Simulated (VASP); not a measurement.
# LiF (Fm-3m) in VASP: a series of runs, part 2 of 2

VASP 6.6.1.

### 3 Single point, LDA

INCAR reads:

```
SYSTEM = LiF
PREC = Accurate
ENCUT = 520
EDIFF = 1E-7
ISMEAR = 0
SIGMA = 0.01
LREAL = .FALSE.
LASPH = .TRUE.
NELM = 60
ALGO = Normal
ISIF = 2
LWAVE = .FALSE.
LCHARG = .FALSE.
NBANDS = 12
```

KPOINTS reads:

```
regular mesh
0
G
  10 10 10
  0 0 0
```

POSCAR reads:

```
LiF
1.0
    0.0000000000      2.0140000000      2.0140000000
    2.0140000000      0.0000000000      2.0140000000
    2.0140000000      2.0140000000      0.0000000000
F Li
1 1
Direct
    0.5000000000      0.5000000000      0.5000000000
    0.0000000000      0.0000000000      0.0000000000
```

Potentials or basis: VASP PAW LDA potentials, release 64 (F, Li_sv).

The run is started by

```sh
$ cat potpaw_LDA.64/F/POTCAR potpaw_LDA.64/Li_sv/POTCAR > POTCAR
$ mpirun -np 1 vasp_std > vasp.out
```

Wall time 7.5 s (1 thread of Intel Xeon 8259CL, shared host); peak memory 0.12 GiB.

It converged, with:

```
Free energy            : -10.4718 eV
Band gap on the k mesh : 8.83 eV
```

Levels at points of the mesh, in eV from the valence-band top:
```tsv
k point	band 2	band 3	band 4	band 5	band 6	band 7	band 8	band 9
(0.00, 0.00, 0.00)	-19.57	0.00	0.00	0.00	8.83	23.46	23.46	23.46
(0.50, 0.00, 0.00)	-19.12	-2.58	-0.23	-0.23	10.37	16.38	18.41	18.41
(0.50, 0.50, 0.00)	-18.83	-3.12	-1.03	-1.03	14.41	16.03	17.13	19.76
```

Caveat: the cutoff is under 1.25 times the usual one of these potentials, so pressure, stress and relaxed cells hold a basis-set (Pulay) error.

### 4 Single point, PBEsol

INCAR reads:

```
SYSTEM = LiF
PREC = Accurate
ENCUT = 520
EDIFF = 1E-6
ISMEAR = 0
SIGMA = 0.01
LREAL = .FALSE.
LASPH = .TRUE.
NELM = 60
ALGO = Normal
ISIF = 2
LWAVE = .FALSE.
LCHARG = .TRUE.
GGA = PS
LELF = .TRUE.
LVHAR = .TRUE.
NBANDS = 12
```

KPOINTS is that of step 3.

POSCAR is that of step 3.

Potentials or basis: VASP PAW PBE potentials, release 64 (F, Li_sv).

The run is started by

```sh
$ cat potpaw_PBE.64/F/POTCAR potpaw_PBE.64/Li_sv/POTCAR > POTCAR
$ mpirun -np 1 vasp_std > vasp.out
```

OUTCAR:

```text
SYSTEM = LiF
   PREC = Accurate
   ENCUT = 520
   EDIFF = 1E-6
   ISMEAR = 0
   LREAL = .FALSE.
   LASPH = .TRUE.
   NELM = 60
   ISIF = 2
   GGA = PS

 ion  position               nearest neighbor table
   1  0.500  0.500  0.500-   2 2.01   2 2.01   2 2.01   2 2.01   2 2.01   2 2.01
   2  0.000  0.000  0.000-   1 2.01   1 2.01   1 2.01   1 2.01   1 2.01   1 2.01

  LATTYP: Found a face centered cubic cell.
 ALAT       =     4.0280000000

  Lattice vectors:

 A1 = (   0.0000000000,   2.0140000000,   2.0140000000)
 A2 = (   2.0140000000,   0.0000000000,   2.0140000000)
 A3 = (   2.0140000000,   2.0140000000,   0.0000000000)

Analysis of symmetry for initial positions (statically):
=====================================================================
 Subroutine PRICEL returns:
 Original cell was already a primitive cell.

 Routine SETGRP: Setting up the symmetry group for a
 face centered cubic supercell.

 Subroutine GETGRP returns: Found 48 space group operations
 (whereof 48 operations were pure point group operations)
 out of a pool of 48 trial point group operations.

The static configuration has the point symmetry O_h .

Analysis of symmetry for dynamics (positions and initial velocities):
[... 181 lines left out ...]
     11      23.0007      0.00000
     12      23.0007      0.00000
[... 331 lines left out ...]
 k-point    24 :       0.4000    0.3000    0.0000
  band No.  band energies     occupation
      1     -41.2509      2.00000
      2     -20.4348      2.00000
      3      -3.4696      2.00000
      4      -1.9947      2.00000
      5      -1.8802      2.00000
      6      11.8052      0.00000
      7      15.4282      0.00000
      8      17.2985      0.00000
      9      18.8982      0.00000
     10      19.9407      0.00000
     11      32.7122      0.00000
     12      33.6543      0.00000

 [... further k-points ...]

------------------------ aborting loop because EDIFF is reached ----------------------------------------

  FORCE on cell =-STRESS in cart. coord.  units (eV):
  Direction    XX          YY          ZZ          XY          YZ          ZX
  --------------------------------------------------------------------------------------
  -------------------------------------------------------------------------------------
  Total       -0.1319026     -0.1319026     -0.1319026      0.0000000     -0.0000000      0.0000000
  in kB      -12.9346734    -12.9346734    -12.9346734      0.0000000     -0.0000000      0.0000000
  external PRESSURE =     -12.9346734 kB  Pullay stress =       0.0000000 kB

 VOLUME and BASIS-vectors are now :
 -----------------------------------------------------------------------------
  energy-cutoff  :      520.00
  volume of cell :       16.34
      direct lattice vectors                 reciprocal lattice vectors
     0.000000000  2.014000000  2.014000000    -0.248262165  0.248262165  0.248262165
     2.014000000  0.000000000  2.014000000     0.248262165 -0.248262165  0.248262165
     2.014000000  2.014000000  0.000000000     0.248262165  0.248262165 -0.248262165

 POSITION                                       TOTAL-FORCE (eV/Angst)
 -----------------------------------------------------------------------------------
      2.01400      2.01400      2.01400         0.000000      0.000000      0.000000
      0.00000      0.00000      0.00000        -0.000000     -0.000000     -0.000000
 -----------------------------------------------------------------------------------
    total drift:                               -0.000000     -0.000000      0.000000

  FREE ENERGIE OF THE ION-ELECTRON SYSTEM (eV)
  ---------------------------------------------------
  free  energy   TOTEN  =        -9.8518657394 eV

  energy  without entropy=       -9.8518657394  energy(sigma->0) =       -9.85186574
```

OSZICAR:

```text
N       E                     dE             d eps       ncg     rms          rms(c)
DAV:   1     0.313903632557E+02    0.31390E+02   -0.54845E+03  1152   0.838E+02
DAV:   2    -0.910834470369E+01   -0.40499E+02   -0.39772E+02  1352   0.189E+02
DAV:   3    -0.102640228869E+02   -0.11557E+01   -0.11511E+01  1500   0.280E+01
DAV:   4    -0.102777907073E+02   -0.13768E-01   -0.13767E-01  1268   0.329E+00
DAV:   5    -0.102779552577E+02   -0.16455E-03   -0.16455E-03  1448   0.279E-01    0.406E+00
DAV:   6    -0.985128672104E+01    0.42667E+00   -0.20068E+00  1248   0.872E+00    0.139E+00
DAV:   7    -0.984942064804E+01    0.18661E-02   -0.15051E-02  1516   0.111E+00    0.839E-01
DAV:   8    -0.985178728478E+01   -0.23666E-02   -0.11836E-02  1412   0.120E+00    0.104E-01
DAV:   9    -0.985181495068E+01   -0.27666E-04   -0.99694E-04  1324   0.279E-01    0.423E-02
DAV:  10    -0.985186530477E+01   -0.50354E-04   -0.99435E-05  1276   0.750E-02    0.947E-03
DAV:  11    -0.985186573942E+01   -0.43465E-06   -0.42018E-06  1432   0.204E-02
   1 F= -.98518657E+01 E0= -.98518657E+01  d E =-.153192-165
```

stdout:

```text
POSCAR found type information on POSCAR F Li
 POSCAR found :  2 types and       2 ions
 scaLAPACK will be used
 -----------------------------------------------------------------------------
|                                                                             |
|                                                                             |
|     You enforced a specific xc type in the INCAR file but a different       |
|     I HOPE YOU KNOW WHAT YOU ARE DOING!                                     |
|                                                                             |
 -----------------------------------------------------------------------------

 LDA part: xc-table for (Slater+PW92), standard interpolation
 POSCAR, INCAR and KPOINTS ok, starting setup
 FFT: planning ... GRIDC
 FFT: planning ... GRID_SOFT
 FFT: planning ... GRID
 WAVECAR not read
 entering main loop
```

Wall time 7.7 s (1 thread of Intel Xeon 8259CL, shared host); peak memory 0.13 GiB.

What came out:

| Item | Value |
| --- | --- |
| Free energy | -9.8519 eV |
| Band gap on the k mesh | 8.92 eV |

Caveat: the cutoff is under 1.25 times the usual one of these potentials, so pressure, stress and relaxed cells hold a basis-set (Pulay) error; the PAW data sets were made with another functional, which shifts forces and pressure a little.

### 5 Single point, PBEsol+D3(BJ)

This run uses another cell than the first one, of 7.71 Å³/atom.

INCAR reads:

```
ALGO = Normal
EDIFF = 1E-6
ENCUT = 520
GGA = PS
ISIF = 2
ISMEAR = 0
IVDW = 12
LASPH = True
LCHARG = False
LREAL = False
LWAVE = False
NBANDS = 12
NELM = 100
PREC = Accurate
SIGMA = 0.01
```

KPOINTS reads:

```
k-points
0
Gamma
  11 11 11
```

POSCAR reads:

```
LiF
1.0
    0.0000000000      1.9755673270      1.9755673270
    1.9755673270      0.0000000000      1.9755673270
    1.9755673270      1.9755673270      0.0000000000
F Li
1 1
Direct
    0.5000000000      0.5000000000      0.5000000000
    0.0000000000      0.0000000000      0.0000000000
```

The run is started by

```sh
$ cat potpaw_PBE.64/F/POTCAR potpaw_PBE.64/Li_sv/POTCAR > POTCAR
$ mpirun -np 1 vasp_std > vasp.out
```

It took 8.3 s on 1 thread of Intel Xeon 8259CL, shared host; peak memory 0.15 GiB.

The run converged. Its results:

```yaml
Free_energy: -10.1502 eV
Band_gap_on_the_k_mesh: 9.45 eV
Dispersion_energy_per_atom: -0.153 eV
```

Levels at points of the mesh, in eV from the valence-band top:
```
           k point  band 2  band 3  band 4  band 5  band 6  band 7  band 8  band 9
(0.00, 0.00, 0.00)  -20.03    0.00    0.00    0.00    9.45   24.57   24.57   24.57
```

Caveat: the cutoff is under 1.25 times the usual one of these potentials, so pressure, stress and relaxed cells hold a basis-set (Pulay) error; the PAW data sets were made with another functional, which shifts forces and pressure a little; an odd mesh through Γ misses points on the zone boundary, where band edges can lie.

### 6 The runs side by side

| level | potentials or basis | cell | k mesh | smearing | gap on the mesh (eV) |
| --- | --- | --- | --- | --- | --- |
| PBE | VASP PAW PBE potentials, release 64 (F, Li_sv) | a = 2.848 Å, angles 60.0°, 2 atoms | 6 × 6 × 6 | fermi-dirac 0.03 eV | 9.09 |
| LDA | VASP PAW LDA potentials, release 64 (F, Li_sv) | a = 2.848 Å, angles 60.0°, 2 atoms | 10 × 10 × 10 | gaussian 0.01 eV | 8.83 |
| PBEsol | VASP PAW PBE potentials, release 64 (F, Li_sv) | a = 2.848 Å, angles 60.0°, 2 atoms | 10 × 10 × 10 | gaussian 0.01 eV | 8.92 |
| PBEsol+D3(BJ) | VASP PAW PBE potentials, release 64 (F, Li_sv) | a = 2.794 Å, angles 60.0°, 2 atoms | 11 × 11 × 11 | gaussian 0.01 eV | 9.45 |

Alike in all rows: task single point; no spin polarisation; cutoff (eV) 520.

Caveats: some runs use coarse meshes; the cutoff is under 1.25 times the usual one of these potentials, so pressure, stress and relaxed cells hold a basis-set (Pulay) error; the PAW data sets were made with another functional, which shifts forces and pressure a little (at least some runs); an odd mesh through Γ misses points on the zone boundary, where band edges can lie (at least some runs).

Total energies depend on the potentials used, so only differences within one code and one set of settings carry meaning.
